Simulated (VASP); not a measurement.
# Si2Sn (Imma) in VASP: notebook

Runs on Si2Sn. Level: PBE. Tasks: single point.

Everything below comes from runs of VASP 6.6.1. Logs are shortened: lines on timing, memory, paths and dates and some standing lists are left out, and cuts for length are marked.

### Step 1. The cell of the first run

Symmetry: Imma, No. 74, orthorhombic system. The conventional cell has a = 4.117 Å, b = 12.567 Å, c = 5.929 Å, α = 90.00°, β = 90.00°, γ = 90.00°. Si (site symmetry m) has 3 Si at 2.39 to 2.44 Å and 1 Sn at 2.65 Å within 3.2 Å. Within 3.5 Å of Sn (site symmetry mm2) lie 2 Si at 2.65 Å and 2 Sn at 2.81 Å.

### Step 2. Single point, PBE (25.57 Å³/atom)

File INCAR:

```
PREC     = Accurate       # precision mode
ENCUT    = 520            # plane-wave cutoff, eV
EDIFF    = 1E-6           # SCF threshold, eV
ISMEAR   = 0              # smearing method
SIGMA    = 0.1            # smearing width, eV
LREAL    = False          # projectors in reciprocal space
LASPH    = True           # aspherical terms in the spheres
NELM     = 100            # most SCF steps
ALGO     = Normal         # electronic algorithm
ISIF     = 2              # what is computed and relaxed
LWAVE    = False          # write WAVECAR
LCHARG   = False          # write CHGCAR
GGA      = PE             # functional
NBANDS   = 31             # bands
```

File KPOINTS:

```
Automatic mesh
0
Gamma
  10 10 10
```

File POSCAR:

```
Si2Sn
1.0
   -2.0585161283      6.2836632411      2.9646681484
    2.0585161283     -6.2836632411      2.9646681484
    2.0585161283      6.2836632411     -2.9646681484
Si Sn
4 2
Direct
    0.7919829194      0.3609566327      0.4310262867
    0.2080170806      0.6390433673      0.5689737133
    0.4299303460      0.3609566327      0.0689737133
    0.5700696540      0.6390433673      0.9310262867
    0.1611085384      0.4111085384      0.7500000000
    0.8388914616      0.5888914616      0.2500000000
```

Potentials or basis: VASP PAW PBE potentials, release 64 (Si, Sn_d).

On the command line:

```
$ cat potpaw_PBE.64/Si/POTCAR potpaw_PBE.64/Sn_d/POTCAR > POTCAR
$ mpirun -np 1 vasp_std > vasp.out
```

OUTCAR:

```text
PREC = Accurate
   ENCUT = 520
   EDIFF = 1E-6
   ISMEAR = 0
   LREAL = False
   LASPH = True
   NELM = 100
   ISIF = 2
   GGA = PE

 ion  position               nearest neighbor table
   1  0.792  0.361  0.431-   2 2.39   4 2.44   4 2.44   6 2.65
   2  0.208  0.639  0.569-   1 2.39   3 2.44   3 2.44   5 2.65
   3  0.430  0.361  0.069-   4 2.39   2 2.44   2 2.44   6 2.65
   4  0.570  0.639  0.931-   3 2.39   1 2.44   1 2.44   5 2.65
   5  0.161  0.411  0.750-   2 2.65   4 2.65   6 2.81   6 2.81
   6  0.839  0.589  0.250-   1 2.65   3 2.65   5 2.81   5 2.81

  LATTYP: Found a body centered orthorhombic cell.
 ALAT       =     4.1170322566
 B/A-ratio  =     1.4401967066
 C/A-ratio  =     3.0525207720

  Lattice vectors:

 A1 = (   2.0585161283,  -6.2836632411,  -2.9646681484)
 A2 = (  -2.0585161283,  -6.2836632411,   2.9646681484)
 A3 = (  -2.0585161283,   6.2836632411,  -2.9646681484)

Analysis of symmetry for initial positions (statically):
=====================================================================
 Subroutine PRICEL returns:
 Original cell was already a primitive cell.

 Routine SETGRP: Setting up the symmetry group for a
 body centered orthorhombic supercell.

 Subroutine GETGRP returns: Found  8 space group operations
 (whereof  4 operations were pure point group operations)
 out of a pool of  8 trial point group operations.

The static configuration has the point symmetry C_2h.
 The point group associated with its full space group is D_2h.

Analysis of symmetry for dynamics (positions and initial velocities):
=====================================================================
 Subroutine PRICEL returns:
 Original cell was already a primitive cell.

 Routine SETGRP: Setting up the symmetry group for a
 body centered orthorhombic supercell.

 Subroutine GETGRP returns: Found  8 space group operations
 (whereof  4 operations were pure point group operations)
 out of a pool of  8 trial point group operations.

The dynamic configuration has the point symmetry C_2h.
 The point group associated with its full space group is D_2h.

 Subroutine INISYM returns: Found  8 space group operations
 (whereof  4 operations are pure point group operations),
 and found     1 'primitive' translations

----------------------------------------------------------------------------------------

                                     Primitive cell

  volume of cell :     153.3922

  direct lattice vectors                    reciprocal lattice vectors
    -2.058516128  6.283663241  2.964668148     0.000000000  0.079571419  0.168652940
     2.058516128 -6.283663241  2.964668148     0.242893409  0.000000000  0.168652940
     2.058516128  6.283663241 -2.964668148     0.242893409  0.079571419  0.000000000

  length of vectors
     7.246459108  7.246459108  7.246459108     0.186481701  0.295704282  0.255595029

  position of ions in fractional coordinates (direct lattice)
     0.791982919  0.360956633  0.431026287
     0.208017081  0.639043367  0.568973713
     0.429930346  0.360956633  0.068973713
     0.570069654  0.639043367  0.931026287
     0.161108538  0.411108538  0.750000000
     0.838891462  0.588891462  0.250000000

  ion indices of the primitive-cell ions
   primitive index   ion index
                 1           1
                 2           2
                 3           3
                 4           4
                 5           5
                 6           6

----------------------------------------------------------------------------------------

 KPOINTS: Automatic mesh

Automatic generation of k-mesh.
 Grid dimensions read from file:
 generate k-points for:   10   10   10

 Generating k-lattice:

  Cartesian coordinates                     Fractional coordinates (reciprocal lattice)
     0.000000000  0.007957142  0.016865294     0.100000000  0.000000000  0.000000000
     0.024289341  0.000000000  0.016865294    -0.000000000  0.100000000  0.000000000
     0.024289341  0.007957142  0.000000000    -0.000000000  0.000000000  0.100000000

  Length of vectors
     0.018648170  0.029570428  0.025559503

  Shift w.r.t. Gamma in fractional coordinates (k-lattice)
     0.000000000  0.000000000  0.000000000

 Subroutine IBZKPT returns following result:
 ===========================================

 Found    171 irreducible k-points:

 Following reciprocal coordinates:
            Coordinates               Weight
  0.000000  0.000000  0.000000      1.000000
  0.100000  0.000000  0.000000      4.000000
  0.200000  0.000000  0.000000      4.000000
  0.300000 -0.000000  0.000000      4.000000
  0.400000 -0.000000  0.000000      4.000000
  0.500000 -0.000000  0.000000      2.000000
[... 16 lines left out ...]
 -0.400000  0.200000  0.000000      8.000000
 -0.300000  0.200000 -0.000000      8.000000
 [... further k-points ...]
   k-points           NKPTS =    171   k-points in BZ     NKDIM =    171   number of bands    NBANDS=     31
   number of dos      NEDOS =    301   number of ions     NIONS =      6
   total plane-waves  NPLWV = 157464
   dimension x,y,z NGX =    54 NGY =   54 NGZ =   54
   dimension x,y,z NGXF=   108 NGYF=  108 NGZF=  108
   ions per type =               4   2
   NGX,Y,Z   is equivalent  to a cutoff of  12.39, 12.39, 12.39 a.u.
   NGXF,Y,Z  is equivalent  to a cutoff of  24.78, 24.78, 24.78 a.u.
 SYSTEM =  unknown system
   PREC   = accura    normal or accurate (medium, high low for compatibility)
   ISTART =      0    job   : 0-new  1-cont  2-samecut
   ICHARG =      2    charge: 1-file 2-atom 10-const
   ISPIN  =      1    spin polarized calculation?
   LNONCOLLINEAR =      F non collinear calculations
   LSORBIT =      F    spin-orbit coupling
   LASPH  =      T    aspherical Exc in radial PAW
   ENCUT  =  520.0 eV  38.22 Ry    6.18 a.u.  13.47 13.47 13.47*2*pi/ulx,y,z
   NELM   =    100;   NELMIN=  2; NELMDL= -5     # of ELM steps
   EDIFF  = 0.1E-05   stopping-criterion for ELM
   LREAL  =      F    real-space projection
   EDIFFG = 0.1E-04   stopping-criterion for IOM
   NSW    =      0    number of steps for IOM
   IBRION =     -1    ionic relax: 0-MD 1-quasi-New 2-CG
   NFREE  =      0    steps in history (QN), initial steepest desc. (CG)
   ISIF   =      2    stress and relaxation
   ISYM   =      2    0-nonsym 1-usesym 2-fastsym
   POTIM  = 0.5000    time-step for ionic-motion
   TEBEG  =    0.0;   TEEND  =   0.0 temperature during run
   PSTRESS=    0.0 pullay stress
   NELECT =      44.0000    total number of electrons
   NUPDOWN=      -1.0000    fix difference up-down
   EMIN   =  10.00;   EMAX   =-10.00  energy-range for DOS
   EFERMI =   0.00;   METHOD = LEGACY
   ISMEAR =     0;   SIGMA  =   0.10  broadening in eV -4-tet -1-fermi 0-gaus
   EFERMI_NEDOS =   21; number of points for ismear=-14 and -15
   IALGO  =     38    algorithm
   IMIX   =      4    mixing-type and parameters
     AMIX     =   0.40;   BMIX     =  1.00
     AMIX_MAG =   1.60;   BMIX_MAG =  1.00
  volume/ion in A,a.u.               =      25.57       172.52
  Fermi-wavevector in a.u.,A,eV,Ry     =   1.079671  2.040282 15.860158  1.165689
  Thomas-Fermi vector in A             =   2.215642
   LORBIT       =      0    0 simple, 1 ext, 2 COOP (PROOUT), +10 PAW based schemes
   GGA     = PE    functional components
   LHFCALC =     F    Hartree Fock is set to
   AEXX    =    0.0000 exact exchange contribution
   IVDW    =     0    specifies the selected vdW correction
   LEPSILON=     F    determine dielectric tensor
   LRPA    =     F    only Hartree local field effects (RPA)
 non-spin polarized calculation
 Gauss-broadening in eV      SIGMA  =   0.10
  energy-cutoff  :      520.00
  volume of cell :      153.39
 maximum number of plane-waves:      4157
 NGX is ok and might be reduce to    54
   NGX = 27   NGY = 27   NGZ = 27

 number of electron      43.9999998 magnetization

 Free energy of the ion-electron system (eV)
  ---------------------------------------------------
  ext. energy  EPLUGINS =         0.00000000
  ---------------------------------------------------
  free energy    TOTEN  =       -28.60509837 eV

  energy without entropy =      -28.60102534  energy(sigma->0) =      -28.60306185

 E-fermi :   5.9422     XC(G=0):  -9.1018

 val. band max:        5.9416478194   @ k =   0.2000  -0.1000   0.1000
 cond. band min:       5.9556829210   @ k =   0.4000  -0.4000   0.4000
 fundamental gap:      0.0140351016
 Fermi energy:         5.9422462197

 k-point     1 :       0.0000    0.0000    0.0000
  band No.  band energies     occupation
      1     -15.9440      2.00000
      2     -15.7956      2.00000
      3     -15.7787      2.00000
      4     -15.7205      2.00000
      5     -15.7116      2.00000
      6     -15.6176      2.00000
[... 23 lines left out ...]
     30      10.7294      0.00000
     31      11.1031      0.00000

 k-point     2 :       0.1000    0.0000    0.0000
  band No.  band energies     occupation
      1     -15.9437      2.00000
      2     -15.7956      2.00000
      3     -15.7785      2.00000
      4     -15.7202      2.00000
      5     -15.7115      2.00000
      6     -15.6179      2.00000
[... 23 lines left out ...]
     30      10.4832      0.00000
     31      10.7825      0.00000

 k-point     3 :       0.2000    0.0000    0.0000
  band No.  band energies     occupation
      1     -15.9430      2.00000
      2     -15.7958      2.00000
      3     -15.7781      2.00000
      4     -15.7195      2.00000
      5     -15.7114      2.00000
      6     -15.6187      2.00000
[... 23 lines left out ...]
     30       9.7985      0.00000
     31      10.0343      0.00000

 k-point     4 :       0.3000   -0.0000    0.0000
  band No.  band energies     occupation
      1     -15.9422      2.00000
      2     -15.7959      2.00000
      3     -15.7777      2.00000
      4     -15.7185      2.00000
      5     -15.7113      2.00000
      6     -15.6198      2.00000
[... 635 lines left out ...]
     30       9.7593      0.00000
     31      10.0949      0.00000

 k-point    23 :      -0.4000    0.2000    0.0000
  band No.  band energies     occupation
      1     -15.9201      2.00000
      2     -15.7810      2.00000
      3     -15.7643      2.00000
      4     -15.7238      2.00000
      5     -15.7200      2.00000
      6     -15.6095      2.00000
[... 23 lines left out ...]
     30       9.6217      0.00000
     31      10.0434      0.00000

 k-point    24 :      -0.3000    0.2000   -0.0000
  band No.  band energies     occupation
      1     -15.9205      2.00000
      2     -15.7811      2.00000
      3     -15.7641      2.00000
      4     -15.7241      2.00000
      5     -15.7199      2.00000
      6     -15.6092      2.00000
[... 23 lines left out ...]
     30       9.4375      0.00000
     31       9.7056      0.00000

 [... further k-points ...]
[... 5 lines left out ...]
  --------------------------------------------------------------------------------------
  -------------------------------------------------------------------------------------
  Total       -1.7077828     -1.7869749     -1.7463046      0.0000000     -0.0000000      0.0000000
  in kB      -17.8377451    -18.6649045    -18.2401045      0.0000000     -0.0000000      0.0000000
  external PRESSURE =     -18.2475847 kB  Pullay stress =       0.0000000 kB

 VOLUME and BASIS-vectors are now :
 -----------------------------------------------------------------------------
  energy-cutoff  :      520.00
  volume of cell :      153.39
      direct lattice vectors                 reciprocal lattice vectors
    -2.058516128  6.283663241  2.964668148     0.000000000  0.079571419  0.168652940
     2.058516128 -6.283663241  2.964668148     0.242893409  0.000000000  0.168652940
     2.058516128  6.283663241 -2.964668148     0.242893409  0.079571419  0.000000000

 POSITION                                       TOTAL-FORCE (eV/Angst)
 -----------------------------------------------------------------------------------
      0.00000      5.41685      2.14023        -0.000000     -0.002695      0.008301
      2.05852      0.86682      0.82443         0.000000      0.002695     -0.008301
      0.00000      0.86682      2.14023        -0.000000      0.002695      0.008301
      2.05852      5.41685      0.82443        -0.000000     -0.002695     -0.008301
      2.05852      3.14183     -0.52707         0.000000      0.000000      0.004051
      0.00000      3.14183      3.49174        -0.000000      0.000000     -0.004051
 -----------------------------------------------------------------------------------
    total drift:                                0.000000      0.000000     -0.000000

  FREE ENERGIE OF THE ION-ELECTRON SYSTEM (eV)
  ---------------------------------------------------
  free  energy   TOTEN  =       -28.6050983691 eV

  energy  without entropy=      -28.6010253358  energy(sigma->0) =      -28.60306185
```

Wall time 15 min (1 thread of Intel Xeon 6975P-C (Granite Rapids), shared host); peak memory 0.84 GiB.

Results:

```yaml
Free_energy: -28.6051 eV
Pressure: -1.8 GPa
Largest_force: 0.009 eV/Å
Band_gap_on_the_k_mesh: zero (bands 22 and 23 overlap by 0.26 eV)
```

Forces in eV/Å, atoms in the order of the input:
```
Si   0.000 -0.003  0.008
Si   0.000  0.003 -0.008
Si   0.000  0.003  0.008
Si   0.000 -0.003 -0.008
Sn   0.000  0.000  0.004
Sn   0.000  0.000 -0.004
```

Caveat: semilocal functionals underestimate gaps, so a narrow gap can read as zero; spin-orbit coupling is left out, which moves the levels of the heavy elements.

### Step 3. Single point, PBE

This run uses another cell than the first one, of 24.82 Å³/atom.

File INCAR:

```
  PREC = Accurate
  ENCUT = 520
  EDIFF = 1E-7
  ISMEAR = 0
  SIGMA = 0.1
  LREAL = F
  LASPH = T
  NELM = 100
  ALGO = Normal
  ISIF = 2
  LWAVE = F
  LCHARG = F
  GGA = PE
  NBANDS = 31
```

File KPOINTS:

```
regular mesh
0
Gamma
  10 10 10
```

File POSCAR:

```
Si2Sn
1.0
   -2.0360876457      6.2251165728      2.9373931747
    2.0360876457     -6.2251165728      2.9373931747
    2.0360876457      6.2251165728     -2.9373931747
Si Sn
4 2
Direct
    0.7918740258      0.3607289066      0.4311451192
    0.2081259742      0.6392710934      0.5688548808
    0.4295837874      0.3607289066      0.0688548808
    0.5704162126      0.6392710934      0.9311451192
    0.1623427390      0.4123427390      0.7500000000
    0.8376572610      0.5876572610      0.2500000000
```

Potentials or basis: VASP PAW PBE potentials, release 64 (Si, Sn_d).

On the command line:

```
$ cat potpaw_PBE.64/Si/POTCAR potpaw_PBE.64/Sn_d/POTCAR > POTCAR
$ mpirun -np 1 vasp_std > vasp.out
```

OUTCAR:

```text
PREC = Accurate
   ENCUT = 520
   EDIFF = 1E-7
   ISMEAR = 0
   LREAL = F
   LASPH = T
   NELM = 100
   ISIF = 2
   GGA = PE

 ion  position               nearest neighbor table
   1  0.792  0.361  0.431-   2 2.37   4 2.42   4 2.42   6 2.62
   2  0.208  0.639  0.569-   1 2.37   3 2.42   3 2.42   5 2.62
   3  0.430  0.361  0.069-   4 2.37   2 2.42   2 2.42   6 2.62
   4  0.570  0.639  0.931-   3 2.37   1 2.42   1 2.42   5 2.62
   5  0.162  0.412  0.750-   2 2.62   4 2.62   6 2.79   6 2.79
   6  0.838  0.588  0.250-   1 2.62   3 2.62   5 2.79   5 2.79

  LATTYP: Found a body centered orthorhombic cell.
[... 1025 lines left out ...]
  -------------------------------------------------------------------------------------
  Total       -0.0644522     -0.1027186     -0.0774318      0.0000000      0.0000000      0.0000000
  in kB       -0.6933981     -1.1050796     -0.8330367      0.0000000      0.0000000      0.0000000
  external PRESSURE =      -0.8771714 kB  Pullay stress =       0.0000000 kB

 VOLUME and BASIS-vectors are now :
 -----------------------------------------------------------------------------
  energy-cutoff  :      520.00
  volume of cell :      148.92
      direct lattice vectors                 reciprocal lattice vectors
    -2.036087646  6.225116573  2.937393175     0.000000000  0.080319781  0.170218956
     2.036087646 -6.225116573  2.937393175     0.245568997  0.000000000  0.170218956
     2.036087646  6.225116573 -2.937393175     0.245568997  0.080319781  0.000000000

 POSITION                                       TOTAL-FORCE (eV/Angst)
 -----------------------------------------------------------------------------------
      0.00000      5.36786      2.11921         0.000000     -0.002898      0.001812
      2.03609      0.85726      0.81819        -0.000000      0.002898     -0.001812
      0.00000      0.85726      2.11921         0.000000      0.002898      0.001812
      2.03609      5.36786      0.81819        -0.000000     -0.002898     -0.001812
      2.03609      3.11256     -0.51497        -0.000000     -0.000000     -0.001273
      0.00000      3.11256      3.45236         0.000000     -0.000000      0.001273
 -----------------------------------------------------------------------------------
    total drift:                               -0.000000     -0.000000     -0.000000

  FREE ENERGIE OF THE ION-ELECTRON SYSTEM (eV)
  ---------------------------------------------------
  free  energy   TOTEN  =       -28.6316981592 eV

  energy  without entropy=      -28.6276176357  energy(sigma->0) =      -28.62965790
```

OSZICAR:

```text
N       E                     dE             d eps       ncg     rms          rms(c)
DAV:   1     0.346825738080E+03    0.34683E+03   -0.20069E+04 10798   0.161E+03
DAV:   2     0.148843442235E+02   -0.33194E+03   -0.31891E+03 10659   0.433E+02
DAV:   3    -0.272213229801E+02   -0.42106E+02   -0.40955E+02 12816   0.138E+02
DAV:   4    -0.290197395933E+02   -0.17984E+01   -0.17900E+01 13075   0.306E+01
DAV:   5    -0.290754674595E+02   -0.55728E-01   -0.55711E-01 15215   0.553E+00    0.702E+00
DAV:   6    -0.287349639315E+02    0.34050E+00   -0.35802E-01 14128   0.391E+00    0.422E+00
DAV:   7    -0.286281263348E+02    0.10684E+00   -0.34058E-01 13683   0.261E+00    0.818E-01
DAV:   8    -0.286298306938E+02   -0.17044E-02   -0.30222E-02 12714   0.106E+00    0.287E-01
DAV:   9    -0.286313010664E+02   -0.14704E-02   -0.53195E-03 14055   0.329E-01    0.119E-01
DAV:  10    -0.286315292733E+02   -0.22821E-03   -0.29628E-04 15581   0.108E-01    0.673E-02
DAV:  11    -0.286316953298E+02   -0.16606E-03   -0.23729E-04 13037   0.687E-02    0.129E-02
DAV:  12    -0.286316961194E+02   -0.78964E-06   -0.86194E-06 13315   0.183E-02    0.508E-03
DAV:  13    -0.286316983327E+02   -0.22133E-05   -0.46139E-06 10858   0.861E-03    0.328E-03
DAV:  14    -0.286316981196E+02    0.21315E-06   -0.18971E-07 11257   0.273E-03    0.133E-03
DAV:  15    -0.286316981592E+02   -0.39644E-07   -0.48055E-08  7772   0.116E-03
   1 F= -.28631698E+02 E0= -.28629658E+02  d E =-.408052E-02
```

Run time: 18 min. Hardware: 1 thread of Intel Xeon 6975P-C (Granite Rapids), shared host; peak memory 0.83 GiB.

What came out:

* Free energy: -28.6317 eV
* Pressure: -0.1 GPa
* Largest force: 0.003 eV/Å
* Band gap on the k mesh: zero (bands 22 and 23 overlap by 0.29 eV)

Forces in eV/Å, atoms in the order of the input:
```
Si   0.000 -0.003  0.002
Si   0.000  0.003 -0.002
Si   0.000  0.003  0.002
Si   0.000 -0.003 -0.002
Sn   0.000  0.000 -0.001
Sn   0.000  0.000  0.001
```

Levels at points of the mesh, in eV from the Fermi level:
```csv
k point,band 20,band 21,band 22,band 23,band 24,band 25
"(0.00, 0.00, 0.00)",-0.74,-0.47,0.13,0.20,0.56,1.30
"(0.50, 0.00, 0.00)",-2.45,-1.60,-0.30,0.09,0.81,1.48
"(0.00, 0.50, 0.00)",-2.97,-1.81,-1.57,0.08,2.03,2.39
"(0.50, 0.50, 0.00)",-2.94,-2.63,-2.63,0.09,0.09,2.08
"(0.50, 0.50, 0.50)",-2.39,-1.79,-0.05,-0.03,0.15,1.17
```

Caveat: semilocal functionals underestimate gaps, so a narrow gap can read as zero; spin-orbit coupling is left out, which moves the levels of the heavy elements.
